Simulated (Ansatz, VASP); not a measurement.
**One calculation of Mg, two programs**

File POSCAR:

```
Mg
1.0
    0.0000000000      2.2291934254      2.2291934254
    2.2291934254      0.0000000000      2.2291934254
    2.2291934254      2.2291934254      0.0000000000
Mg
1
Direct
    0.0000000000      0.0000000000      0.0000000000
```

Contents of INCAR.step1:

```
SYSTEM = Mg
ALGO = Normal
EDIFF = 1E-5
ENCUT = 520
GGA = PE
ISIF = 2
ISMEAR = 0
LASPH = .True.
LCHARG = .False.
LREAL = .False.
LWAVE = .True.
NBANDS = 7
NELM = 100
PREC = Accurate
SIGMA = 0.01
```

The input INCAR.step2:

```
SYSTEM = Mg
ALGO = Normal
EDIFF = 1E-6
ENCUT = 520
GGA = PE
HFSCREEN = 0.2079
ISIF = 2
ISMEAR = 0
ISTART = 1
LASPH = .True.
LCHARG = .False.
LHFCALC = .True.
LREAL = .False.
LWAVE = .False.
NBANDS = 7
NELM = 100
PREC = Accurate
PRECFOCK = Normal
SIGMA = 0.01
```

KPOINTS

```
k-points
0
Gamma
  7 7 7
  0 0 0
```

The input input.yaml:

```yaml
crystal:
  lattice:
    - [0.0, 2.2291934254, 2.2291934254]
    - [2.2291934254, 0.0, 2.2291934254]
    - [2.2291934254, 2.2291934254, 0.0]
  atoms:
    - { symbol: Mg, position: [0.0, 0.0, 0.0] }
hamiltonian:
  xc: hse06
  pseudopotentials: { kind: nc, source: spms }
kpoints:
  mp_grid: { grid: [7, 7, 7] }
scf:
  occupations: { method: gaussian, width: 0.01 }
output:
  forces: true
  stress: true
  eigenvalues: true
```

Alike in both runs: task single point; functional HSE06; k mesh 7 × 7 × 7; occupations gaussian, width 0.01 eV; no spin polarisation.

|  | VASP | Ansatz |
| --- | --- | --- |
| version | VASP 6.6.1 | Ansatz 0.2.0 |
| potentials or method | VASP PAW PBE potentials, release 64 (Mg) | SPMS NC |
| plane-wave cutoff (eV) | 520 | 762 |
| valence electrons in the cell | 2 | 10 |

```tsv
	VASP	Ansatz	Ansatz less VASP
pressure (GPa)	1.4	1.8	+0.43
```

With one functional, cell and mesh, what is left measures potentials, basis and numerics. VASP's potentials hold 2 valence electrons a cell and Ansatz's 10, so a difference there can come from the potentials and not from the codes.

Noted on Ansatz's run: odd divisions of the mesh miss points on the zone boundary, where band edges often lie, so the gap on the mesh can be too wide.
